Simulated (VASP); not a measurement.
# Si2Mo (I4/mmm) in VASP: further runs, part 2 of 3

VASP 6.6.1. The steps go on from the part before.

## Step 3: Single point, r2SCAN

File POSCAR:

```
Si2Mo
1.0
   -1.6084236828      1.6084236828      3.9365100029
    1.6084236828     -1.6084236828      3.9365100029
    1.6084236828      1.6084236828     -3.9365100029
Si Mo
2 1
Direct
    0.3350991394      0.3350991394      0.0000000000
    0.6649008606      0.6649008606      0.0000000000
    0.0000000000      0.0000000000      0.0000000000
```

File INCAR.step1:

```
PREC = Accurate ; ENCUT = 520
ISMEAR = 0 ; SIGMA = 0.1
LREAL = False ; LASPH = True
NELM = 80 ; NBANDS = 18
GGA = PE ; ALGO = Normal
EDIFF = 1E-4 ; LWAVE = True
LCHARG = False
```

File INCAR.step2:

```
PREC = Accurate ; ENCUT = 520
EDIFF = 1E-6 ; ISMEAR = 0
SIGMA = 0.1 ; LREAL = False
LASPH = True ; NELM = 80
ALGO = Normal ; ISIF = 2
LWAVE = False ; LCHARG = False
METAGGA = R2SCAN ; LMIXTAU = True
NBANDS = 18 ; ISTART = 1
```

File KPOINTS:

```
Automatic mesh
0
Gamma
  18 18 18
```

Potentials or basis: VASP PAW PBE potentials, release 64 (Si, Mo_sv).

Launch:

```sh
$ cat potpaw_PBE.64/Si/POTCAR potpaw_PBE.64/Mo_sv/POTCAR > POTCAR
$ cp INCAR.step1 INCAR
$ mpirun -np 1 vasp_std > vasp.out
$ cp INCAR.step2 INCAR
$ mpirun -np 1 vasp_std > vasp.out
```

OUTCAR:

```text
PREC = Accurate
   ENCUT = 520
   EDIFF = 1E-6
   ISMEAR = 0
   LREAL = False
   LASPH = True
   NELM = 80
   ISIF = 2
   METAGGA = R2SCAN
   ISTART = 1

 ion  position               nearest neighbor table
   1  0.335  0.335  0.000-   2 2.60   3 2.62   3 2.62   3 2.62   3 2.62   3 2.64   2 2.64   2 2.64
                             2 2.64   2 2.64
   2  0.665  0.665  0.000-   1 2.60   3 2.62   3 2.62   3 2.62   3 2.62   3 2.64   1 2.64   1 2.64
                             1 2.64   1 2.64
   3  0.000  0.000  0.000-   2 2.62   2 2.62   2 2.62   1 2.62   1 2.62   1 2.62   2 2.62   1 2.62
                             1 2.64   2 2.64

  LATTYP: Found a body centered tetragonal cell.
 ALAT       =     3.2168473656
 C/A-ratio  =     2.4474334996

  Lattice vectors:

 A1 = (  -1.6084236828,   1.6084236828,   3.9365100029)
 A2 = (   1.6084236828,  -1.6084236828,   3.9365100029)
 A3 = (   1.6084236828,   1.6084236828,  -3.9365100029)

Analysis of symmetry for initial positions (statically):
=====================================================================
 Subroutine PRICEL returns:
 Original cell was already a primitive cell.

 Routine SETGRP: Setting up the symmetry group for a
 body centered tetragonal supercell.

 Subroutine GETGRP returns: Found 16 space group operations
 (whereof 16 operations were pure point group operations)
 out of a pool of 16 trial point group operations.

The static configuration has the point symmetry D_4h.

Analysis of symmetry for dynamics (positions and initial velocities):
=====================================================================
 Subroutine PRICEL returns:
 Original cell was already a primitive cell.

 Routine SETGRP: Setting up the symmetry group for a
 body centered tetragonal supercell.

 Subroutine GETGRP returns: Found 16 space group operations
 (whereof 16 operations were pure point group operations)
 out of a pool of 16 trial point group operations.

The dynamic configuration has the point symmetry D_4h.

 Subroutine INISYM returns: Found 16 space group operations
 (whereof 16 operations are pure point group operations),
 and found     1 'primitive' translations

----------------------------------------------------------------------------------------

                                     Primitive cell

  volume of cell :      40.7354

  direct lattice vectors                    reciprocal lattice vectors
    -1.608423683  1.608423683  3.936510003     0.000000000  0.310863366  0.127016062
     1.608423683 -1.608423683  3.936510003     0.310863366  0.000000000  0.127016062
     1.608423683  1.608423683 -3.936510003     0.310863366  0.310863366  0.000000000

  length of vectors
     4.546445259  4.546445259  4.546445259     0.335811126  0.335811126  0.439627188

  position of ions in fractional coordinates (direct lattice)
     0.335099139  0.335099139  0.000000000
     0.664900861  0.664900861  0.000000000
     0.000000000  0.000000000  0.000000000

  ion indices of the primitive-cell ions
   primitive index   ion index
                 1           1
                 2           2
                 3           3

----------------------------------------------------------------------------------------

[... 23 lines left out ...]

 Following reciprocal coordinates:
            Coordinates               Weight
  0.000000  0.000000  0.000000      1.000000
  0.055556 -0.000000  0.000000      8.000000
  0.111111 -0.000000  0.000000      8.000000
  0.166667  0.000000  0.000000      8.000000
  0.222222  0.000000 -0.000000      8.000000
  0.277778  0.000000 -0.000000      8.000000
[... 16 lines left out ...]
 -0.277778  0.055556  0.000000     16.000000
 -0.222222  0.055556 -0.000000     16.000000
 [... further k-points ...]
   k-points           NKPTS =    480   k-points in BZ     NKDIM =    480   number of bands    NBANDS=     18
   number of dos      NEDOS =    301   number of ions     NIONS =      3
   total plane-waves  NPLWV =  46656
   dimension x,y,z NGX =    36 NGY =   36 NGZ =   36
   dimension x,y,z NGXF=    72 NGYF=   72 NGZF=   72
   ions per type =               2   1
   NGX,Y,Z   is equivalent  to a cutoff of  13.16, 13.16, 13.16 a.u.
   NGXF,Y,Z  is equivalent  to a cutoff of  26.33, 26.33, 26.33 a.u.
 SYSTEM =  unknown system
   PREC   = accura    normal or accurate (medium, high low for compatibility)
   ISTART =      1    job   : 0-new  1-cont  2-samecut
   ICHARG =      0    charge: 1-file 2-atom 10-const
   ISPIN  =      1    spin polarized calculation?
   LNONCOLLINEAR =      F non collinear calculations
   LSORBIT =      F    spin-orbit coupling
   LASPH  =      T    aspherical Exc in radial PAW
   ENCUT  =  520.0 eV  38.22 Ry    6.18 a.u.   8.45  8.45  8.45*2*pi/ulx,y,z
   NELM   =     80;   NELMIN=  2; NELMDL=  0     # of ELM steps
   EDIFF  = 0.1E-05   stopping-criterion for ELM
   LREAL  =      F    real-space projection
   EDIFFG = 0.1E-04   stopping-criterion for IOM
   NSW    =      0    number of steps for IOM
   IBRION =     -1    ionic relax: 0-MD 1-quasi-New 2-CG
   NFREE  =      0    steps in history (QN), initial steepest desc. (CG)
   ISIF   =      2    stress and relaxation
   ISYM   =      2    0-nonsym 1-usesym 2-fastsym
   POTIM  = 0.5000    time-step for ionic-motion
   TEBEG  =    0.0;   TEEND  =   0.0 temperature during run
   PSTRESS=    0.0 pullay stress
   NELECT =      22.0000    total number of electrons
   NUPDOWN=      -1.0000    fix difference up-down
   EMIN   =  10.00;   EMAX   =-10.00  energy-range for DOS
   EFERMI =   0.00;   METHOD = LEGACY
   ISMEAR =     0;   SIGMA  =   0.10  broadening in eV -4-tet -1-fermi 0-gaus
   EFERMI_NEDOS =   21; number of points for ismear=-14 and -15
   IALGO  =     38    algorithm
   IMIX   =      4    mixing-type and parameters
     AMIX     =   0.40;   BMIX     =  1.00
     AMIX_MAG =   1.60;   BMIX_MAG =  1.00
  volume/ion in A,a.u.               =      13.58        91.63
  Fermi-wavevector in a.u.,A,eV,Ry     =   1.333189  2.519361 24.182889  1.777392
  Thomas-Fermi vector in A             =   2.462066
   LORBIT       =      0    0 simple, 1 ext, 2 COOP (PROOUT), +10 PAW based schemes
   METAGGA = R2SCAN    functional components
   LHFCALC =     F    Hartree Fock is set to
   AEXX    =    0.0000 exact exchange contribution
   IVDW    =     0    specifies the selected vdW correction
   LEPSILON=     F    determine dielectric tensor
   LRPA    =     F    only Hartree local field effects (RPA)
 non-spin polarized calculation
 Gauss-broadening in eV      SIGMA  =   0.10
  energy-cutoff  :      520.00
  volume of cell :       40.74
 maximum number of plane-waves:      1134
 NGX is ok and might be reduce to    36
   NGX = 17   NGY = 17   NGZ = 17

 number of electron      22.0000000 magnetization

 Free energy of the ion-electron system (eV)
  ---------------------------------------------------
  ext. energy  EPLUGINS =         0.00000000
  ---------------------------------------------------
  free energy    TOTEN  =       -45.01082484 eV

  energy without entropy =      -45.00976267  energy(sigma->0) =      -45.01029375

 E-fermi :  12.0691     XC(G=0): -13.3207

 val. band max:       12.0602801507   @ k =  -0.1667  -0.1667   0.1111
 cond. band min:      12.0706346091   @ k =  -0.2778  -0.2778   0.2222
 fundamental gap:      0.0103544584
 Fermi energy:        12.0691444325

 k-point     1 :       0.0000    0.0000    0.0000
  band No.  band energies     occupation
      1     -50.5802      2.00000
      2     -24.0110      2.00000
      3     -23.9275      2.00000
      4     -23.9275      2.00000
      5      -2.0101      2.00000
      6       5.3879      2.00000
[... 481 lines left out ...]
      5      -1.1015      2.00000
      6       5.4497      2.00000
[... 10 lines left out ...]
     17      18.5562      0.00000
     18      20.9314      0.00000

 [... further k-points ...]

------------------------ aborting loop because EDIFF is reached ----------------------------------------

  FORCE on cell =-STRESS in cart. coord.  units (eV):
  Direction    XX          YY          ZZ          XY          YZ          ZX
  --------------------------------------------------------------------------------------
  -------------------------------------------------------------------------------------
  Total       -0.6910330     -0.6910330     -1.0685663      0.0000000      0.0000000      0.0000000
  in kB      -27.1792286    -27.1792286    -42.0281012      0.0000000      0.0000000      0.0000000
  external PRESSURE =     -32.1288528 kB  Pullay stress =       0.0000000 kB

 VOLUME and BASIS-vectors are now :
 -----------------------------------------------------------------------------
  energy-cutoff  :      520.00
  volume of cell :       40.74
      direct lattice vectors                 reciprocal lattice vectors
    -1.608423683  1.608423683  3.936510003     0.000000000  0.310863366  0.127016062
     1.608423683 -1.608423683  3.936510003     0.310863366  0.000000000  0.127016062
     1.608423683  1.608423683 -3.936510003     0.310863366  0.310863366  0.000000000

 POSITION                                       TOTAL-FORCE (eV/Angst)
 -----------------------------------------------------------------------------------
      0.00000      0.00000      2.63824         0.000000      0.000000      0.066798
      0.00000      0.00000      5.23478         0.000000      0.000000     -0.066798
      0.00000      0.00000      0.00000        -0.000000     -0.000000     -0.000000
 -----------------------------------------------------------------------------------
    total drift:                               -0.000000      0.000000     -0.000000

  FREE ENERGIE OF THE ION-ELECTRON SYSTEM (eV)
  ---------------------------------------------------
  free  energy   TOTEN  =       -45.0108248427 eV

  energy  without entropy=      -45.0097626657  energy(sigma->0) =      -45.01029375
```

Wall time 15 min (1 thread of Intel Xeon 6975P-C (Granite Rapids), shared host); peak memory 0.47 GiB.

Results:

```yaml
Free_energy: -45.0108 eV
Pressure: -3.2 GPa
Largest_force: 0.067 eV/Å
Band_gap_on_the_k_mesh: zero (bands 11 and 12 overlap by 1.02 eV)
```

Forces in eV/Å, atoms in the order of the input:
```
Si   0.000  0.000  0.067
Si   0.000  0.000 -0.067
Mo   0.000  0.000  0.000
```

Caveat: the cell stands under tension; the PAW data sets were made with another functional, which shifts forces and pressure a little.

## Step 4: Relaxation of shape and atoms at fixed volume, PBE (12.76 Å³/atom)

This run uses another cell than the first one, of 12.76 Å³/atom.

File INCAR:

```
SYSTEM = Si2Mo
PREC     = Accurate       ! precision mode
ENCUT    = 600            ! plane-wave cutoff, eV
EDIFF    = 1E-6           ! SCF threshold, eV
ISMEAR   = 0              ! smearing method
SIGMA    = 0.1            ! smearing width, eV
LREAL    = .False.        ! projectors in reciprocal space
LASPH    = .True.         ! aspherical terms in the spheres
NELM     = 100            ! most SCF steps
ALGO     = Normal         ! electronic algorithm
ISIF     = 4              ! what is computed and relaxed
LWAVE    = .False.        ! write WAVECAR
LCHARG   = .False.        ! write CHGCAR
GGA      = PE             ! functional
IBRION   = 2              ! ionic algorithm
NSW      = 50             ! ionic steps
EDIFFG   = -0.01          ! ionic threshold
```

File KPOINTS:

```
Automatic mesh
0
Gamma
  18 18 18
  0 0 0
```

File POSCAR:

```
Si2Mo
1.0
   -1.5743876381      1.5743876381      3.8620401956
    1.5743876381     -1.5743876381      3.8620401956
    1.5743876381      1.5743876381     -3.8620401956
Si Mo
2 1
Direct
    0.3346757250      0.3346757250      0.0000000000
    0.6653242750      0.6653242750      0.0000000000
    0.0000000000      0.0000000000      0.0000000000
```

Launch:

```sh
$ cat potpaw_PBE.64/Si/POTCAR potpaw_PBE.64/Mo_sv/POTCAR > POTCAR
$ mpirun -np 1 vasp_std > vasp.out
```

Run time: 5.5 min. Hardware: 1 thread of Intel Xeon 6975P-C (Granite Rapids), shared host; peak memory 0.47 GiB.

It converged, with:

```yaml
Free_energy: -23.1547 eV
Energy_gained_by_relaxing: 0.2 meV/atom
Ionic_steps: 4
Pressure_after_relaxing: 14.6 GPa
Largest_force_after_relaxing: 0.005 eV/Å
Band_gap_on_the_k_mesh: zero (bands 11 and 12 overlap by 1.01 eV)
```

Forces on the atoms (eV/Å):
```
Si   0.000  0.000  0.005
Si   0.000  0.000 -0.005
Mo   0.000  0.000  0.000
```

The path:
```csv
step,energy change (eV),largest force (eV/Å),pressure (GPa),volume (Å³)
1,0.0000,0.0870,14.77,38.29
2,-0.0004,0.0050,14.61,38.29
3,-0.0005,0.0167,14.65,38.29
4,-0.0005,0.0051,14.65,38.29
```

Final structure:
```
CELL_PARAMETERS angstrom
-1.57340 1.57340 3.86688
1.57340 -1.57340 3.86688
1.57340 1.57340 -3.86688
ATOMIC_POSITIONS crystal
Si 0.33413 0.33413 0.00000
Si 0.66587 0.66587 0.00000
Mo 0.00000 0.00000 0.00000
```

Levels at points of the mesh, in eV from the Fermi level:
| k point | band 8 | band 9 | band 10 | band 11 | band 12 | band 13 | band 14 | band 15 |
| --- | --- | --- | --- | --- | --- | --- | --- | --- |
| (0.00, 0.00, 0.00) | -3.28 | -2.77 | -2.77 | 0.42 | 2.98 | 3.45 | 3.73 | 3.73 |
| (0.50, 0.00, 0.00) | -4.63 | -2.77 | -2.69 | -0.57 | 2.45 | 3.17 | 4.33 | 4.44 |
| (0.50, 0.50, 0.00) | -5.21 | -4.65 | -3.28 | -1.17 | 2.51 | 2.95 | 3.26 | 3.44 |
| (0.50, 0.50, 0.50) | -2.38 | -0.62 | -0.62 | -0.48 | -0.48 | 0.57 | 4.86 | 5.73 |

[end of part 2 of 3]
